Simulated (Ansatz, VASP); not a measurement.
# HfSi2B4: VASP beside Ansatz

```
CELL_PARAMETERS angstrom
3.18133 0.00019 -0.00027
-0.00041 4.67480 -0.10482
-0.00029 -0.11560 5.21966
ATOMIC_POSITIONS crystal
Hf 0.50000 0.00001 0.00000
Si 0.49995 0.48238 0.73674
Si 0.50005 0.51763 0.26328
B 0.99991 0.77689 0.68839
B 0.00010 0.87084 0.36707
B 0.00008 0.22310 0.31161
B 0.99992 0.12914 0.63291
```

Change from the starting cell: cell x1, atoms moved at random (sigma 0.05 Å) and cell strained at random (1.5 %), then relaxed without symmetry.

Alike in both runs: functional PBE; k mesh 6 × 6 × 4; occupations gaussian, width 0.2 eV; no spin polarisation.

Ansatz relaxed the structure, and its values are those at the end. VASP's run is a single point on that final structure, the one shown.

|  | VASP | Ansatz |
| --- | --- | --- |
| version | VASP 6.6.1 | Ansatz 0.2.0 |
| potentials or method | VASP PAW PBE potentials, release 64 (Hf_pv, Si, B), cutoff 520 eV | scalar-relativistic, plane waves, PAW |
| valence electrons in the cell | 30 | 46 |

Ansatz gave:

```
gap on the k mesh at the Fermi level (eV) : none
pressure (GPa)                            : 0.1
rms of the force components (eV/Å)        : 0.003
```

Which values does VASP return?

gap on the k mesh at the Fermi level (eV): none; pressure (GPa): 0.0; rms of the force components (eV/Å): 0.008.

A gap of «none» marks a metal or a gap that the smearing closes. VASP's potentials hold 30 valence electrons a cell and Ansatz's 46, so a difference there can come from the potentials and not from the codes.

Spin-orbit coupling is off throughout.
